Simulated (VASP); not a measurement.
# Pd (P6_3/mmc) in VASP: single point with BLYP

Aim: the single point of Pd with BLYP.

Everything below comes from runs of VASP 6.6.1. Logs are shortened: lines on timing, memory, paths and dates and some standing lists are left out, and cuts for length are marked.

**1. The cell of the first run**

The structure is hexagonal, space group P6_3/mmc (No. 194). The conventional cell has a = 2.835 Å, b = 2.835 Å, c = 9.411 Å, α = 90.00°, β = 90.00°, γ = 120.00°. Pd (site symmetry -3m) has 12 Pd at 2.83 to 2.87 Å within 3.7 Å. Pd (site symmetry -6m2) has 12 Pd at 2.83 to 2.87 Å within 3.7 Å.

This isn't the form of Pd at room conditions, which is fcc.

**2. Single point, BLYP, collinear spin**

File INCAR:

```
AGGAC = 1.0
AGGAX = 1.0
ALDAC = 0.0
ALDAX = 1.0
ALGO = Normal
EDIFF = 1E-6
ENCUT = 520
GGA = B5
ISIF = 2
ISMEAR = -1
ISPIN = 2
LASPH = T
LCHARG = T
LELF = T
LMAXMIX = 4
LORBIT = 11
LREAL = F
LVHAR = T
LWAVE = F
MAGMOM = 0.5 0.5 0.5 0.5
NBANDS = 32
NELM = 150
PREC = Accurate
SIGMA = 0.05
```

File KPOINTS:

```
k-points
0
Gamma
  17 17 5
```

File POSCAR:

```
Pd
1.0
    2.8346543836      0.0000000000      0.0000000000
   -1.4173271918      2.4548827071      0.0000000000
    0.0000000000      0.0000000000      9.4110972748
Pd
4
Direct
    1.0000000000      1.0000000000      0.0000000000
    1.0000000000      0.0000000000      0.5000000000
    0.3333333333      0.6666666667      0.2500000000
    0.6666666667      0.3333333333      0.7500000000
```

Potentials or basis: VASP PAW PBE potentials, release 64 (Pd).

Launch:

```sh
cat potpaw_PBE.64/Pd/POTCAR > POTCAR
mpirun -np 1 vasp_std > vasp.out
```

OUTCAR:

```text
EDIFF = 1E-6
   ENCUT = 520
   GGA = B5
   ISIF = 2
   ISMEAR = -1
   ISPIN = 2
   LASPH = T
   LORBIT = 11
   LREAL = F
   NELM = 150
   PREC = Accurate

 ion  position               nearest neighbor table
   1  0.000  0.000  0.000-   3 2.87   4 2.87   3 2.87   4 2.87   4 2.87   3 2.87
   2  0.000  0.000  0.500-   3 2.87   4 2.87   3 2.87   4 2.87   4 2.87   3 2.87
   3  0.333  0.667  0.250-   1 2.87   2 2.87   1 2.87   2 2.87   1 2.87   2 2.87
   4  0.667  0.333  0.750-   1 2.87   2 2.87   1 2.87   2 2.87   1 2.87   2 2.87

  LATTYP: Found a hexagonal cell.
 ALAT       =     2.8346543836
 C/A-ratio  =     3.3200157766

  Lattice vectors:

 A1 = (   2.8346543836,   0.0000000000,   0.0000000000)
 A2 = (  -1.4173271918,   2.4548827071,   0.0000000000)
 A3 = (   0.0000000000,   0.0000000000,   9.4110972748)

Analysis of symmetry for initial positions (statically):
=====================================================================
 Subroutine PRICEL returns:
 Original cell was already a primitive cell.

 Routine SETGRP: Setting up the symmetry group for a
 hexagonal supercell.

 Subroutine GETGRP returns: Found 24 space group operations
 (whereof 12 operations were pure point group operations)
 out of a pool of 24 trial point group operations.

The static configuration has the point symmetry D_3d.
 The point group associated with its full space group is D_6h.

Analysis of symmetry for dynamics (positions and initial velocities):
=====================================================================
 Subroutine PRICEL returns:
 Original cell was already a primitive cell.

 Routine SETGRP: Setting up the symmetry group for a
 hexagonal supercell.

 Subroutine GETGRP returns: Found 24 space group operations
 (whereof 12 operations were pure point group operations)
 out of a pool of 24 trial point group operations.

The dynamic configuration has the point symmetry D_3d.
 The point group associated with its full space group is D_6h.

Analysis of structural, dynamic, and magnetic symmetry:
=====================================================================
 Subroutine PRICEL returns:
 Original cell was already a primitive cell.

 Routine SETGRP: Setting up the symmetry group for a
 hexagonal supercell.

 Subroutine GETGRP returns: Found 24 space group operations
 (whereof 12 operations were pure point group operations)
 out of a pool of 24 trial point group operations.

The overall configuration has the point symmetry D_3d.
 The point group associated with its full space group is D_6h.

 Subroutine INISYM returns: Found 24 space group operations
 (whereof 12 operations are pure point group operations),
 and found     1 'primitive' translations

----------------------------------------------------------------------------------------

                                     Primitive cell

  volume of cell :      65.4894

  direct lattice vectors                    reciprocal lattice vectors
     2.834654384  0.000000000  0.000000000     0.352776693  0.203675719  0.000000000
    -1.417327192  2.454882707  0.000000000     0.000000000  0.407351438  0.000000000
     0.000000000  0.000000000  9.411097275     0.000000000  0.000000000  0.106257535

  length of vectors
     2.834654384  2.834654384  9.411097275     0.407351438  0.407351438  0.106257535

  position of ions in fractional coordinates (direct lattice)
     0.000000000  0.000000000  0.000000000
     0.000000000  0.000000000  0.500000000
     0.333333333  0.666666667  0.250000000
     0.666666667  0.333333333  0.750000000

  ion indices of the primitive-cell ions
   primitive index   ion index
                 1           1
                 2           2
                 3           3
                 4           4

----------------------------------------------------------------------------------------

 KPOINTS: k-points

Automatic generation of k-mesh.
 Grid dimensions read from file:
 generate k-points for:   17   17    5

 Generating k-lattice:

  Cartesian coordinates                     Fractional coordinates (reciprocal lattice)
     0.020751570  0.011980925  0.000000000     0.058823529  0.000000000  0.000000000
     0.000000000  0.023961849  0.000000000     0.000000000  0.058823529  0.000000000
     0.000000000  0.000000000  0.021251507     0.000000000  0.000000000  0.200000000

  Length of vectors
     0.023961849  0.023961849  0.021251507

  Shift w.r.t. Gamma in fractional coordinates (k-lattice)
     0.000000000  0.000000000  0.000000000

 Subroutine IBZKPT returns following result:
 ===========================================

 Found     99 irreducible k-points:

 Following reciprocal coordinates:
            Coordinates               Weight
  0.000000  0.000000  0.000000      1.000000
  0.058824  0.000000  0.000000      6.000000
  0.117647 -0.000000  0.000000      6.000000
  0.176471 -0.000000  0.000000      6.000000
  0.235294 -0.000000  0.000000      6.000000
  0.294118 -0.000000  0.000000      6.000000
[... 16 lines left out ...]
  0.411765  0.117647  0.000000     12.000000
  0.176471  0.176471  0.000000      6.000000
 [... further k-points ...]
   k-points           NKPTS =     99   k-points in BZ     NKDIM =     99   number of bands    NBANDS=     32
   number of dos      NEDOS =    301   number of ions     NIONS =      4
   total plane-waves  NPLWV =  40320
   dimension x,y,z NGX =    24 NGY =   24 NGZ =   70
   dimension x,y,z NGXF=    48 NGYF=   48 NGZF=  140
   ions per type =               4
   NGX,Y,Z   is equivalent  to a cutoff of  14.08, 14.08, 12.37 a.u.
   NGXF,Y,Z  is equivalent  to a cutoff of  28.15, 28.15, 24.73 a.u.
 SYSTEM =  unknown system
   PREC   = accura    normal or accurate (medium, high low for compatibility)
   ISTART =      0    job   : 0-new  1-cont  2-samecut
   ICHARG =      2    charge: 1-file 2-atom 10-const
   ISPIN  =      2    spin polarized calculation?
   LNONCOLLINEAR =      F non collinear calculations
   LSORBIT =      F    spin-orbit coupling
   LASPH  =      T    aspherical Exc in radial PAW
   ENCUT  =  520.0 eV  38.22 Ry    6.18 a.u.   5.27  5.27 17.50*2*pi/ulx,y,z
   NELM   =    150;   NELMIN=  2; NELMDL= -5     # of ELM steps
   EDIFF  = 0.1E-05   stopping-criterion for ELM
   LREAL  =      F    real-space projection
   EDIFFG = 0.1E-04   stopping-criterion for IOM
   NSW    =      0    number of steps for IOM
   IBRION =     -1    ionic relax: 0-MD 1-quasi-New 2-CG
   NFREE  =      0    steps in history (QN), initial steepest desc. (CG)
   ISIF   =      2    stress and relaxation
   ISYM   =      2    0-nonsym 1-usesym 2-fastsym
   POTIM  = 0.5000    time-step for ionic-motion
   TEBEG  =    0.0;   TEEND  =   0.0 temperature during run
   PSTRESS=    0.0 pullay stress
   NELECT =      40.0000    total number of electrons
   NUPDOWN=      -1.0000    fix difference up-down
   EMIN   =  10.00;   EMAX   =-10.00  energy-range for DOS
   EFERMI =   0.00;   METHOD = LEGACY
   ISMEAR =    -1;   SIGMA  =   0.05  broadening in eV -4-tet -1-fermi 0-gaus
   EFERMI_NEDOS =   21; number of points for ismear=-14 and -15
   IALGO  =     38    algorithm
   IMIX   =      4    mixing-type and parameters
     AMIX     =   0.40;   BMIX     =  1.00
     AMIX_MAG =   1.60;   BMIX_MAG =  1.00
  volume/ion in A,a.u.               =      16.37       110.49
  Fermi-wavevector in a.u.,A,eV,Ry     =   1.389007  2.624843 26.250273  1.929341
  Thomas-Fermi vector in A             =   2.513079
   LORBIT       =     11    0 simple, 1 ext, 2 COOP (PROOUT), +10 PAW based schemes
   GGA     = B5    functional components
   LHFCALC =     F    Hartree Fock is set to
   AEXX    =    0.0000 exact exchange contribution
   IVDW    =     0    specifies the selected vdW correction
   LEPSILON=     F    determine dielectric tensor
   LRPA    =     F    only Hartree local field effects (RPA)
 spin polarized calculation
  energy-cutoff  :      520.00
  volume of cell :       65.49
 maximum number of plane-waves:      1781
 NGX is ok and might be reduce to    24
   NGX = 11   NGY = 11   NGZ = 35

 number of electron      39.9999986 magnetization       1.4409825

 Free energy of the ion-electron system (eV)
  ---------------------------------------------------
  ext. energy  EPLUGINS =         0.00000000
  ---------------------------------------------------
  free energy    TOTEN  =       -17.51295443 eV

  energy without entropy =      -17.44557486  energy(sigma->0) =      -17.47926465

 E-fermi :   8.6505     XC(G=0): -11.9246

 val. band max:        8.6469049679   @ k =   0.2941   0.0588   0.0000
 cond. band min:       8.6574459706   @ k =   0.1765  -0.0000   0.2000
 fundamental gap:      0.0105410027
 Fermi energy:         8.6504863365

 spin component 1

 k-point     1 :       0.0000    0.0000    0.0000
  band No.  band energies     occupation
      1       2.3870      1.00000
      2       3.8668      1.00000
      3       3.8745      1.00000
      4       4.0161      1.00000
      5       5.9912      1.00000
      6       6.0726      1.00000
[... 829 lines left out ...]
     31      22.8391      0.00000
     32      23.6880      0.00000

 [... further k-points ...]

 spin component 2

 k-point     1 :       0.0000    0.0000    0.0000
  band No.  band energies     occupation
      1       2.4132      1.00000
      2       3.9470      1.00000
      3       3.9509      1.00000
      4       4.2037      1.00000
      5       6.2662      1.00000
      6       6.3155      1.00000
[... 829 lines left out ...]
     31      22.9120      0.00000
     32      23.7551      0.00000

 [... further k-points ...]

------------------------ aborting loop because EDIFF is reached ----------------------------------------

  FORCE on cell =-STRESS in cart. coord.  units (eV):
  Direction    XX          YY          ZZ          XY          YZ          ZX
  --------------------------------------------------------------------------------------
  -------------------------------------------------------------------------------------
  Total        0.3334886      0.3334886     -0.0263181      0.0000000      0.0000000     -0.0000000
  in kB        8.1586902      8.1586902     -0.6438648      0.0000000      0.0000000     -0.0000000
  external PRESSURE =       5.2245052 kB  Pullay stress =       0.0000000 kB

 VOLUME and BASIS-vectors are now :
 -----------------------------------------------------------------------------
  energy-cutoff  :      520.00
  volume of cell :       65.49
      direct lattice vectors                 reciprocal lattice vectors
     2.834654384  0.000000000  0.000000000     0.352776693  0.203675719  0.000000000
    -1.417327192  2.454882707  0.000000000     0.000000000  0.407351438  0.000000000
     0.000000000  0.000000000  9.411097275     0.000000000  0.000000000  0.106257535

 POSITION                                       TOTAL-FORCE (eV/Angst)
 -----------------------------------------------------------------------------------
      0.00000      0.00000      0.00000        -0.000000      0.000000      0.000000
      0.00000      0.00000      4.70555        -0.000000      0.000000      0.000000
     -0.00000      1.63659      2.35277        -0.000000     -0.000000      0.000000
      1.41733      0.81829      7.05832         0.000000      0.000000     -0.000000
 -----------------------------------------------------------------------------------
    total drift:                               -0.000000      0.000000      0.000000

  FREE ENERGIE OF THE ION-ELECTRON SYSTEM (eV)
  ---------------------------------------------------
  free  energy   TOTEN  =       -17.5129544299 eV

  energy  without entropy=      -17.4455748645  energy(sigma->0) =      -17.47926465

 total charge

# of ion       s       p       d       tot
------------------------------------------
    1        0.430   0.363   8.495   9.287
    2        0.430   0.363   8.495   9.287
    3        0.430   0.364   8.492   9.286
    4        0.430   0.364   8.492   9.286
--------------------------------------------------
tot          1.720   1.453  33.973  37.145

 magnetization (x)

# of ion       s       p       d       tot
------------------------------------------
    1       -0.002  -0.006   0.367   0.359
    2       -0.002  -0.006   0.367   0.359
    3       -0.001  -0.006   0.372   0.365
    4       -0.001  -0.006   0.372   0.365
--------------------------------------------------
tot         -0.006  -0.025   1.478   1.448
```

Wall time 3.2 min (1 thread of Intel Xeon 6975P-C (Granite Rapids), shared host); peak memory 0.41 GiB.

Results:

| Property | Result |
| --- | --- |
| Free energy | -17.5130 eV |
| Pressure | 0.5 GPa |
| Net moment | 1.44 μB per cell |
| Site moments | Pd +0.36 μB |
| Valence electrons inside the program's atomic spheres | Pd 9.29 |

Caveat: the PAW data sets were made with another functional, which shifts forces and pressure a little.
